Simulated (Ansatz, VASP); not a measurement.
**Two plane-wave programs on AlSn**

INCAR

```
PREC = Accurate
ENCUT = 520
EDIFF = 1E-8
ISMEAR = -1
SIGMA = 0.05
LREAL = False
LASPH = True
NELM = 80
ALGO = Normal
ISIF = 2
LWAVE = False
LCHARG = False
GGA = PS
LEFG = True
NBANDS = 16
```

KPOINTS

```
Automatic mesh
0
Gamma
  10 10 11
```

File POSCAR:

```
AlSn
1.0
    3.6365632526      0.0000000000      0.0000000000
   -1.8182816263      3.1493561592      0.0000000000
    0.0000000000      0.0000000000      2.8645201868
Al Sn
1 1
Direct
    0.0000000000      0.0000000000      0.0000000000
    0.3333333333      0.6666666667      0.5000000000
```

Input for Ansatz:

```yaml
crystal:
  lattice:
    - [3.6365632526, 0.0, 0.0]
    - [-1.8182816263, 3.1493561592, 0.0]
    - [0.0, 0.0, 2.8645201868]
  atoms:
    - { symbol: Al, position: [0.0, 0.0, 0.0] }
    - { symbol: Sn, position: [0.3333333333, 0.6666666667, 0.5] }
kpoints:
  mp_grid: { grid: [10, 10, 11] }
  band_path:
    path:
      - [0.0, 0.0, 0.0]
      - [0.5, 0.0, 0.0]
      - [0.3333333333, 0.3333333333, 0.0]
      - [0.0, 0.0, 0.0]
      - [0.0, 0.0, 0.5]
      - [0.5, 0.0, 0.5]
      - [0.3333333333, 0.3333333333, 0.5]
      - [0.0, 0.0, 0.5]
      - [0.5, 0.0, 0.5]
    npoints: 6
scf:
  occupations: { method: fermi_dirac, width: 0.05 }
hamiltonian:
  xc: pbesol
  pseudopotentials: { kind: paw }
output:
  forces: true
  stress: true
  eigenvalues: true
  efg: { contact_densities: true }
  populations: true
```

Change from the starting cell: volume scaled by 0.65, PAW files.

Alike in both runs: task electric field gradients; functional PBEsol; k mesh 10 × 10 × 11; occupations fermi-dirac, width 0.05 eV; no spin polarisation.

|  | VASP | Ansatz |
| --- | --- | --- |
| version | VASP 6.6.1 | Ansatz 0.2.0 |
| potentials or method | VASP PAW PBE potentials, release 64 (Al, Sn_d) | PAW with Ansatz's default frozen-core files, scalar-relativistic |
| plane-wave cutoff (eV) | 520 | 420 |
| valence electrons in the cell | 17 | 17 |

VASP gave:

* pressure (GPa): 52.0
* traceless stress, the component that is largest in VASP (GPa): 5.49
* size of Vzz on the site where it differs most (V/Å²): 138.1

**Question.** Which values does Ansatz return?

**Answer.** Pressure (GPa): 52.1; traceless stress, the component that is largest in VASP (GPa): 5.50; size of Vzz on the site where it differs most (V/Å²): 150.3.

VASP's potentials were made for PBE, not for PBEsol. Both programs put the cell under a high pressure, so it lies far from rest at this level.
